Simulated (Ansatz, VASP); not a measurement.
**Two plane-wave programs on Na2S**

```
Na S
1.0
     0.00000    3.27350    3.27350
     3.27350    0.00000    3.27350
     3.27350    3.27350    0.00000
Na S
2 1
Direct
  0.25000 0.25000 0.25000
  0.75000 0.75000 0.75000
  0.00000 0.00000 0.00000
```

Alike in both runs: task relaxation of cell and atoms; functional PBE; k mesh 8 × 8 × 8; occupations gaussian, width 0.02 eV; no spin polarisation.

```csv
,VASP,Ansatz
version,VASP 6.6.1,Ansatz 0.2.0
potentials or method,"VASP PAW PBE potentials, release 64 (Na_pv, S), cutoff 500 eV","scalar-relativistic, plane waves, PAW"
valence electrons in the cell,20,24
```

Ansatz gave:

| Property | Result |
| --- | --- |
| gap on the k mesh at the Fermi level, each at its own relaxed structure (eV) | 2.45 |
| relaxed volume (Å³/atom) | 23.61 |
| relaxed cell length with the largest relative difference (Å) | 4.644 |

Question: Which values does VASP return?

Answer: gap on the k mesh at the Fermi level, each at its own relaxed structure (eV): 2.45; relaxed volume (Å³/atom): 23.60; relaxed cell length with the largest relative difference (Å): 4.644.

VASP's potentials hold 20 valence electrons a cell and Ansatz's 24, so a difference there can come from the potentials and not from the codes.
